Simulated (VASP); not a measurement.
# CuO (Fm-3m) in VASP: further runs

The runs below take CuO through single point, relaxation of cell and atoms, with PBE+U.

All numbers are computed with VASP 6.6.1; they aren't measurements. Logs are shortened: lines on timing, memory, paths and dates and some standing lists are left out, and cuts for length are marked.

### Step 1. The cell of the first run

The structure is cubic, space group Fm-3m (No. 225). The conventional cell has a = 4.269 Å, b = 4.269 Å, c = 4.269 Å, α = 90.00°, β = 90.00°, γ = 90.00°. Cu (site symmetry m-3m) has 6 O at 2.13 Å within 2.8 Å. Within 2.8 Å of O (site symmetry m-3m) lie 6 Cu at 2.13 Å.

### Step 2. Single point, PBE+U, collinear spin, ferromagnetic start

File INCAR:

```
ALGO = Normal ; EDIFF = 1E-6
ENCUT = 520 ; GGA = PE
ISIF = 2 ; ISMEAR = 0
ISPIN = 2 ; LASPH = T
LCHARG = F ; LDAU = T
LDAUJ = 0 0 ; LDAUL = 2 -1
LDAUPRINT = 1 ; LDAUTYPE = 2
LDAUU = 4 0 ; LMAXMIX = 4
LORBIT = 11 ; LREAL = F
LWAVE = F ; MAGMOM = 0.47 0.4
NBANDS = 20 ; NELM = 150
PREC = Accurate ; SIGMA = 0.1
```

File KPOINTS:

```
k-points
0
Gamma
  8 8 8
```

File POSCAR:

```
CuO
1.0
    0.0000000000      2.1343729728      2.1343729728
    2.1343729728      0.0000000000      2.1343729728
    2.1343729728      2.1343729728      0.0000000000
Cu O
1 1
Direct
    0.0000000000      0.0000000000      0.0000000000
    0.5000000000      0.5000000000      0.5000000000
```

Potentials or basis: VASP PAW PBE potentials, release 64 (Cu, O).

The run is started by

```console
> cat potpaw_PBE.64/Cu/POTCAR potpaw_PBE.64/O/POTCAR > POTCAR
> mpirun -np 1 vasp_std > vasp.out
```

OUTCAR:

```text
EDIFF = 1E-6
   ENCUT = 520
   GGA = PE
   ISIF = 2
   ISMEAR = 0
   ISPIN = 2
   LASPH = T
   LORBIT = 11
   LREAL = F
   NELM = 150
   PREC = Accurate

 ion  position               nearest neighbor table
   1  0.000  0.000  0.000-   2 2.13   2 2.13   2 2.13   2 2.13   2 2.13   2 2.13
   2  0.500  0.500  0.500-   1 2.13   1 2.13   1 2.13   1 2.13   1 2.13   1 2.13

  LATTYP: Found a face centered cubic cell.
 ALAT       =     4.2687459456

  Lattice vectors:

 A1 = (   0.0000000000,   2.1343729728,   2.1343729728)
 A2 = (   2.1343729728,   0.0000000000,   2.1343729728)
 A3 = (   2.1343729728,   2.1343729728,   0.0000000000)

Analysis of symmetry for initial positions (statically):
=====================================================================
 Subroutine PRICEL returns:
 Original cell was already a primitive cell.

 Routine SETGRP: Setting up the symmetry group for a
 face centered cubic supercell.

 Subroutine GETGRP returns: Found 48 space group operations
 (whereof 48 operations were pure point group operations)
 out of a pool of 48 trial point group operations.

The static configuration has the point symmetry O_h .

Analysis of symmetry for dynamics (positions and initial velocities):
=====================================================================
 Subroutine PRICEL returns:
 Original cell was already a primitive cell.

 Routine SETGRP: Setting up the symmetry group for a
 face centered cubic supercell.

 Subroutine GETGRP returns: Found 48 space group operations
 (whereof 48 operations were pure point group operations)
 out of a pool of 48 trial point group operations.

The dynamic configuration has the point symmetry O_h .

Analysis of structural, dynamic, and magnetic symmetry:
=====================================================================
 Subroutine PRICEL returns:
 Original cell was already a primitive cell.

 Routine SETGRP: Setting up the symmetry group for a
 face centered cubic supercell.

 Subroutine GETGRP returns: Found 48 space group operations
 (whereof 48 operations were pure point group operations)
 out of a pool of 48 trial point group operations.

The overall configuration has the point symmetry O_h .

 Subroutine INISYM returns: Found 48 space group operations
 (whereof 48 operations are pure point group operations),
 and found     1 'primitive' translations

----------------------------------------------------------------------------------------

                                     Primitive cell

  volume of cell :      19.4465

  direct lattice vectors                    reciprocal lattice vectors
     0.000000000  2.134372973  2.134372973    -0.234260837  0.234260837  0.234260837
     2.134372973  0.000000000  2.134372973     0.234260837 -0.234260837  0.234260837
     2.134372973  2.134372973  0.000000000     0.234260837  0.234260837 -0.234260837

  length of vectors
     3.018459205  3.018459205  3.018459205     0.405751673  0.405751673  0.405751673

  position of ions in fractional coordinates (direct lattice)
     0.000000000  0.000000000  0.000000000
     0.500000000  0.500000000  0.500000000

  ion indices of the primitive-cell ions
   primitive index   ion index
                 1           1
                 2           2

----------------------------------------------------------------------------------------

 KPOINTS: k-points
[... 66 lines left out ...]
   ENCUT  =  520.0 eV  38.22 Ry    6.18 a.u.   5.61  5.61  5.61*2*pi/ulx,y,z
   NELM   =    150;   NELMIN=  2; NELMDL= -5     # of ELM steps
   EDIFF  = 0.1E-05   stopping-criterion for ELM
   LREAL  =      F    real-space projection
   EDIFFG = 0.1E-04   stopping-criterion for IOM
   NSW    =      0    number of steps for IOM
   IBRION =     -1    ionic relax: 0-MD 1-quasi-New 2-CG
   NFREE  =      0    steps in history (QN), initial steepest desc. (CG)
   ISIF   =      2    stress and relaxation
   ISYM   =      2    0-nonsym 1-usesym 2-fastsym
   POTIM  = 0.5000    time-step for ionic-motion
   TEBEG  =    0.0;   TEEND  =   0.0 temperature during run
   PSTRESS=    0.0 pullay stress
   NELECT =      17.0000    total number of electrons
   NUPDOWN=      -1.0000    fix difference up-down
   EMIN   =  10.00;   EMAX   =-10.00  energy-range for DOS
   EFERMI =   0.00;   METHOD = LEGACY
   ISMEAR =     0;   SIGMA  =   0.10  broadening in eV -4-tet -1-fermi 0-gaus
   EFERMI_NEDOS =   21; number of points for ismear=-14 and -15
   IALGO  =     38    algorithm
   IMIX   =      4    mixing-type and parameters
     AMIX     =   0.40;   BMIX     =  1.00
     AMIX_MAG =   1.60;   BMIX_MAG =  1.00
  volume/ion in A,a.u.               =       9.72        65.62
  Fermi-wavevector in a.u.,A,eV,Ry     =   1.565348  2.958078 33.338539  2.450314
  Thomas-Fermi vector in A             =   2.667837
   LORBIT       =     11    0 simple, 1 ext, 2 COOP (PROOUT), +10 PAW based schemes
 LDA+U is selected, type is set to LDAUTYPE =  2
   angular momentum for each species LDAUL =     2   -1
   U (eV)           for each species LDAUU =   4.0  0.0
   J (eV)           for each species LDAUJ =   0.0  0.0
   GGA     = PE    functional components
   LHFCALC =     F    Hartree Fock is set to
   AEXX    =    0.0000 exact exchange contribution
   IVDW    =     0    specifies the selected vdW correction
   LEPSILON=     F    determine dielectric tensor
   LRPA    =     F    only Hartree local field effects (RPA)
 spin polarized calculation
 Gauss-broadening in eV      SIGMA  =   0.10
  energy-cutoff  :      520.00
  volume of cell :       19.45
 maximum number of plane-waves:       544
 NGX is ok and might be reduce to    24
   NGX = 11   NGY = 11   NGZ = 11

atom =   1  type =  1  l = 2

 onsite density matrix

spin component  1

  0.9702 -0.0000 -0.0000  0.0000  0.0000
 -0.0000  0.9702  0.0000 -0.0000 -0.0000
 -0.0000  0.0000  0.9986 -0.0000 -0.0000
  0.0000 -0.0000 -0.0000  0.9702  0.0000
  0.0000 -0.0000 -0.0000  0.0000  0.9986

spin component  2

  0.9664  0.0000  0.0000 -0.0000  0.0000
  0.0000  0.9664 -0.0000 -0.0000 -0.0000
  0.0000 -0.0000  0.7142  0.0000 -0.0000
 -0.0000 -0.0000  0.0000  0.9664 -0.0000
  0.0000 -0.0000 -0.0000 -0.0000  0.7142

 occupancies and eigenvectors

  o =  0.7142  v =  0.0000  0.0000  0.0000  0.0000  0.0000  0.0000 -0.0000 -0.9972 -0.0000 -0.0747      0.0000  0.0000  0.0000  0.0000  0.0000  0.0000  0.0000  0.0000  0.0000  0.0000
  o =  0.7142  v =  0.0000  0.0000  0.0000  0.0000  0.0000  0.0000  0.0000 -0.0747 -0.0000  0.9972      0.0000  0.0000  0.0000  0.0000  0.0000  0.0000  0.0000  0.0000  0.0000  0.0000
  o =  0.9664  v =  0.0000  0.0000  0.0000  0.0000  0.0000  0.0000 -0.8020  0.0000  0.5973  0.0000      0.0000  0.0000  0.0000  0.0000  0.0000  0.0000  0.0000  0.0000  0.0000  0.0000
  o =  0.9664  v =  0.0000  0.0000  0.0000  0.0000  0.0000  0.0000  0.5973 -0.0000  0.8020 -0.0000      0.0000  0.0000  0.0000  0.0000  0.0000  0.0000  0.0000  0.0000  0.0000  0.0000
  o =  0.9664  v =  0.0000  0.0000  0.0000  0.0000  0.0000  1.0000  0.0000  0.0000  0.0000  0.0000      0.0000  0.0000  0.0000  0.0000  0.0000  0.0000  0.0000  0.0000  0.0000  0.0000
  o =  0.9702  v =  1.0000  0.0000  0.0000  0.0000  0.0000  0.0000  0.0000  0.0000  0.0000  0.0000      0.0000  0.0000  0.0000  0.0000  0.0000  0.0000  0.0000  0.0000  0.0000  0.0000
  o =  0.9702  v =  0.0000  0.0673 -0.0000  0.9977  0.0000  0.0000  0.0000  0.0000  0.0000  0.0000      0.0000  0.0000  0.0000  0.0000  0.0000  0.0000  0.0000  0.0000  0.0000  0.0000
  o =  0.9702  v =  0.0000 -0.9977 -0.0000  0.0673 -0.0000  0.0000  0.0000  0.0000  0.0000  0.0000      0.0000  0.0000  0.0000  0.0000  0.0000  0.0000  0.0000  0.0000  0.0000  0.0000
  o =  0.9986  v =  0.0000 -0.0000 -0.9948 -0.0000  0.1016  0.0000  0.0000  0.0000  0.0000  0.0000      0.0000  0.0000  0.0000  0.0000  0.0000  0.0000  0.0000  0.0000  0.0000  0.0000
  o =  0.9986  v =  0.0000  0.0000 -0.1016  0.0000 -0.9948  0.0000  0.0000  0.0000  0.0000  0.0000      0.0000  0.0000  0.0000  0.0000  0.0000  0.0000  0.0000  0.0000  0.0000  0.0000

 number of electron      17.0000016 magnetization       0.9966188

 Free energy of the ion-electron system (eV)
  ---------------------------------------------------
  ext. energy  EPLUGINS =         0.00000000
  ---------------------------------------------------
  free energy    TOTEN  =        -8.18681606 eV

  energy without entropy =       -8.18035837  energy(sigma->0) =       -8.18358721

 E-fermi :   5.4255     XC(G=0): -12.2329

 val. band max:        5.4208944017   @ k =  -0.3750   0.2500   0.1250
 cond. band min:       5.4368447399   @ k =   0.5000   0.3750   0.1250
 fundamental gap:      0.0159503381
 Fermi energy:         5.4255272556

 spin component 1

 k-point     1 :       0.0000    0.0000    0.0000
  band No.  band energies     occupation
      1     -13.7569      1.00000
      2       1.6096      1.00000
      3       1.6096      1.00000
      4       1.8321      1.00000
      5       1.8321      1.00000
      6       1.8321      1.00000
[... 1097 lines left out ...]
     19      36.1983      0.00000
     20      42.7334      0.00000

 [... further k-points ...]

------------------------ aborting loop because EDIFF is reached ----------------------------------------

  FORCE on cell =-STRESS in cart. coord.  units (eV):
  Direction    XX          YY          ZZ          XY          YZ          ZX
  --------------------------------------------------------------------------------------
  -------------------------------------------------------------------------------------
  Total       -0.4030935     -0.4030935     -0.4030935      0.0000000      0.0000000     -0.0000000
  in kB      -33.2105056    -33.2105056    -33.2105056      0.0000000      0.0000000     -0.0000000
  external PRESSURE =     -33.2105056 kB  Pullay stress =       0.0000000 kB

 VOLUME and BASIS-vectors are now :
 -----------------------------------------------------------------------------
  energy-cutoff  :      520.00
  volume of cell :       19.45
      direct lattice vectors                 reciprocal lattice vectors
     0.000000000  2.134372973  2.134372973    -0.234260837  0.234260837  0.234260837
     2.134372973  0.000000000  2.134372973     0.234260837 -0.234260837  0.234260837
     2.134372973  2.134372973  0.000000000     0.234260837  0.234260837 -0.234260837

 POSITION                                       TOTAL-FORCE (eV/Angst)
 -----------------------------------------------------------------------------------
      0.00000      0.00000      0.00000         0.000000     -0.000000      0.000000
      2.13437      2.13437      2.13437        -0.000000      0.000000     -0.000000
 -----------------------------------------------------------------------------------
    total drift:                                0.000000     -0.000000     -0.000000

  FREE ENERGIE OF THE ION-ELECTRON SYSTEM (eV)
  ---------------------------------------------------
  free  energy   TOTEN  =        -8.1868160600 eV

  energy  without entropy=       -8.1803583657  energy(sigma->0) =       -8.18358721

 total charge

# of ion       s       p       d       tot
------------------------------------------
    1        0.294   0.300   9.216   9.810
    2        1.573   3.348   0.000   4.921
--------------------------------------------------
tot          1.868   3.648   9.216  14.731

 magnetization (x)

# of ion       s       p       d       tot
------------------------------------------
    1       -0.007   0.003   0.581   0.577
    2        0.008   0.374   0.000   0.381
--------------------------------------------------
tot          0.001   0.376   0.581   0.958
```

Wall time 23 s (1 thread of Intel Xeon Platinum 8259CL at 2.50GHz (Skylake/Cascade Lake), shared host); peak memory 0.16 GiB.

What came out:

```
Free energy                                           : -8.1868 eV
Pressure                                              : -3.3 GPa
Band gap on the k mesh                                : zero (filled and empty bands overlap)
Net moment                                            : 1.00 μB per cell
Site moments                                          : Cu +0.58; O +0.38 μB
Valence electrons inside the program's atomic spheres : Cu 9.81; O 4.92
```

Levels at points of the mesh, in eV from the Fermi level:
Spin up:
```csv
k point,band 7,band 8,band 9,band 10,band 11,band 12
"(0.00, 0.00, 0.00)",-2.17,-2.17,-2.17,1.70,18.30,18.30
"(0.50, 0.00, 0.00)",-2.42,-0.10,-0.10,6.15,9.63,14.11
"(0.50, 0.50, 0.00)",-3.12,-2.89,-2.89,5.98,10.75,11.89
```
Spin down:
```tsv
k point	band 6	band 7	band 8	band 9	band 10	band 11
(0.00, 0.00, 0.00)	-1.70	-1.47	-1.47	-1.47	1.94	18.39
(0.50, 0.00, 0.00)	-2.51	-2.00	1.37	1.37	6.24	10.10
(0.50, 0.50, 0.00)	-2.51	-2.51	-1.40	-0.97	6.11	11.14
```

Eigenvalues of the final occupation matrices:
| site | spin | trace | eigenvalues |
| --- | --- | --- | --- |
| site 1 d | 1 | 4.91 | 0.97 0.97 0.97 1.00 1.00 |
| site 1 d | 2 | 4.33 | 0.71 0.71 0.97 0.97 0.97 |

Caveat: the cell stands under tension; a cell with one magnetic atom can't hold antiferromagnetic order, which such compounds often take.

### Step 3. Relaxation of cell and atoms, PBE+U, collinear spin, ferromagnetic start

This run uses another cell than the first one, of 10.51 Å³/atom.

File INCAR:

```
SYSTEM = CuO
PREC = Accurate ; ENCUT = 600
EDIFF = 1E-7 ; ISMEAR = 0
SIGMA = 0.1 ; LREAL = .False.
LASPH = .True. ; NELM = 150
ALGO = Normal ; ISIF = 3
LWAVE = .False. ; LCHARG = .False.
ISPIN = 2 ; MAGMOM = 0.47 0.4
LORBIT = 11 ; LMAXMIX = 4
LDAU = .True. ; LDAUTYPE = 2
LDAUL = 2 -1 ; LDAUU = 4 0
LDAUJ = 0 0 ; LDAUPRINT = 1
GGA = PE ; IBRION = 2
NSW = 80 ; EDIFFG = -0.05
```

File KPOINTS:

```
regular mesh
0
Gamma
  8 8 8
  0 0 0
```

File POSCAR:

```
CuO
1.0
    0.0000000000      2.1904199360      2.1904199360
    2.1904199360      0.0000000000      2.1904199360
    2.1904199360      2.1904199360      0.0000000000
Cu O
1 1
Direct
    0.0000000000      0.0000000000      0.0000000000
    0.5000000000      0.5000000000      0.5000000000
```

Potentials or basis: VASP PAW PBE potentials, release 64 (Cu, O).

The run is started by

```console
> cat potpaw_PBE.64/Cu/POTCAR potpaw_PBE.64/O/POTCAR > POTCAR
> mpirun -np 1 vasp_std > vasp.out
```

Run time: 84 s. Hardware: 1 thread of Intel Xeon Platinum 8259CL at 2.50GHz (Skylake/Cascade Lake), shared host; peak memory 0.18 GiB.

It converged, with:

* Free energy: -8.1981 eV
* Relaxed volume: 9.50 Å³/atom
* Relaxed cell: a = 2.995 Å, b = 2.995 Å, c = 2.995 Å, α = 60.00°, β = 60.00°, γ = 60.00°
* Space group after relaxing (to 0.1 Å): Fm-3m (No. 225)
* Energy gained by relaxing: 46.0 meV/atom
* Ionic steps: 3
* Pressure after relaxing: 0.0 GPa
* Band gap on the k mesh: zero (filled and empty bands overlap)
* Net moment: 0.99 μB per cell
* Site moments: Cu +0.58; O +0.38 μB
* Valence electrons inside the program's atomic spheres: Cu 9.84; O 4.93

The path:
| step | energy change (eV) | largest force (eV/Å) | pressure (GPa) | volume (Å³) |
| --- | --- | --- | --- | --- |
| 1 | 0.0000 | 0.0000 | -13.26 | 21.02 |
| 2 | -0.0839 | 0.0000 | 5.12 | 18.48 |
| 3 | -0.0921 | 0.0000 | 0.02 | 19.01 |

Final structure:
```
Cu O
1.0
     0.00000    2.11813    2.11813
     2.11813    0.00000    2.11813
     2.11813    2.11813    0.00000
Cu O
1 1
Direct
  0.00000 0.00000 0.00000
  0.50000 0.50000 0.50000
```

Levels at points of the mesh, in eV from the Fermi level:
Spin up:
```tsv
k point	band 6	band 7	band 8	band 9	band 10	band 11	band 12
(0.00, 0.00, 0.00)	-3.67	-2.24	-2.24	-2.24	1.81	18.43	18.43
(0.50, 0.00, 0.00)	-3.14	-2.45	-0.08	-0.08	6.19	9.84	14.24
(0.50, 0.50, 0.00)	-3.47	-3.14	-2.93	-2.93	6.09	10.90	11.94
```
Spin down:
| k point | band 6 | band 7 | band 8 | band 9 | band 10 | band 11 |
| --- | --- | --- | --- | --- | --- | --- |
| (0.00, 0.00, 0.00) | -1.75 | -1.56 | -1.56 | -1.56 | 2.05 | 18.52 |
| (0.50, 0.00, 0.00) | -2.56 | -2.02 | 1.39 | 1.39 | 6.29 | 10.31 |
| (0.50, 0.50, 0.00) | -2.54 | -2.54 | -1.44 | -0.98 | 6.23 | 11.29 |

Eigenvalues of the final occupation matrices:
| site | spin | trace | eigenvalues |
| --- | --- | --- | --- |
| site 1 d | 1 | 4.91 | 0.97 0.97 0.97 1.00 1.00 |
| site 1 d | 2 | 4.33 | 0.71 0.71 0.97 0.97 0.97 |

Caveat: a cell with one magnetic atom can't hold antiferromagnetic order, which such compounds often take. The state reached can hang on the start; a lower one may exist.

### Step 4. Single point, PBE+U, collinear spin, ferromagnetic start

This run uses another cell than the first one, of 9.66 Å³/atom.

File INCAR:

```
ALGO = Normal
EDIFF = 1E-7
ENCUT = 520
GGA = PE
ISIF = 2
ISMEAR = 0
ISPIN = 2
LASPH = True
LCHARG = False
LDAU = True
LDAUJ = 0 0
LDAUL = 2 -1
LDAUPRINT = 1
LDAUTYPE = 2
LDAUU = 4 0
LMAXMIX = 4
LORBIT = 11
LREAL = False
LWAVE = False
MAGMOM = 0.28 0.21
NBANDS = 20
NELM = 150
PREC = Accurate
SIGMA = 0.1
```

File KPOINTS:

```
k-points
0
Gamma
  16 16 16
```

File POSCAR:

```
CuO
1.0
    0.0000000000      2.1300246017      2.1300246017
    2.1300246017      0.0000000000      2.1300246017
    2.1300246017      2.1300246017      0.0000000000
Cu O
1 1
Direct
    0.0000000000      0.0000000000      0.0000000000
    0.5000000000      0.5000000000      0.5000000000
```

The run is started by

```console
> cat potpaw_PBE.64/Cu/POTCAR potpaw_PBE.64/O/POTCAR > POTCAR
> mpirun -np 1 vasp_std > vasp.out
```

Wall time 2.1 min (1 thread of Intel Xeon Platinum 8259CL at 2.50GHz (Skylake/Cascade Lake), shared host); peak memory 0.21 GiB.

It converged, with:

```
Free energy                                           : -8.1918 eV
Pressure                                              : -2.6 GPa
Band gap on the k mesh                                : zero (filled and empty bands overlap)
Net moment                                            : 1.00 μB per cell
Site moments                                          : Cu +0.58; O +0.38 μB
Valence electrons inside the program's atomic spheres : Cu 9.82; O 4.92
```

Levels at points of the mesh, in eV from the Fermi level:
Spin up:
```csv
k point,band 6,band 7,band 8,band 9,band 10,band 11,band 12,band 13
"(0.00, 0.00, 0.00)",-3.58,-2.15,-2.15,-2.15,1.76,18.36,18.36,18.36
"(0.50, 0.00, 0.00)",-3.08,-2.40,-0.06,-0.06,6.20,9.72,14.18,14.18
"(0.50, 0.50, 0.00)",-3.35,-3.10,-2.87,-2.87,6.04,10.83,11.94,16.42
```
Spin down:
| k point | band 4 | band 5 | band 6 | band 7 | band 8 | band 9 | band 10 | band 11 | band 12 | band 13 |
| --- | --- | --- | --- | --- | --- | --- | --- | --- | --- | --- |
| (0.00, 0.00, 0.00) | -3.23 | -1.68 | -1.68 | -1.46 | -1.46 | -1.46 | 2.01 | 18.46 | 18.46 | 18.46 |
| (0.50, 0.00, 0.00) | -4.36 | -2.50 | -2.50 | -1.97 | 1.41 | 1.41 | 6.29 | 10.20 | 14.24 | 14.24 |
| (0.50, 0.50, 0.00) | -2.76 | -2.76 | -2.48 | -2.48 | -1.38 | -0.94 | 6.17 | 11.22 | 12.02 | 16.67 |

Eigenvalues of the final occupation matrices:
```csv
site,spin,trace,eigenvalues
site 1 d,1,4.91,0.97 0.97 0.97 1.00 1.00
site 1 d,2,4.33,0.71 0.71 0.97 0.97 0.97
```

Caveat: a cell with one magnetic atom can't hold antiferromagnetic order, which such compounds often take.

### Step 5. The runs side by side

```tsv
task	cell	k mesh	cutoff (eV)	gap on the mesh (eV)	pressure (GPa)	moment (μB)
single point	a = 3.018 Å, angles 60.0°, 2 atoms	8 × 8 × 8	520	none	-3.3	1.00
relaxation of cell and atoms	relaxed from a = 3.098 Å, angles 60.0°, 2 atoms	8 × 8 × 8	600	none	0.0	0.99
single point	a = 3.012 Å, angles 60.0°, 2 atoms	16 × 16 × 16	520	none	-2.6	1.00
```

Alike in all rows: level PBE+U; potentials or basis VASP PAW PBE potentials, release 64 (Cu, O); spin collinear, ferromagnetic start; Cu d U = 4.0 eV; smearing gaussian 0.1 eV.

Caveats: a cell with one magnetic atom can't hold antiferromagnetic order, which such compounds often take; the cell stands under tension (at least some runs).

Absolute energies hang on the potentials; compare differences alone.
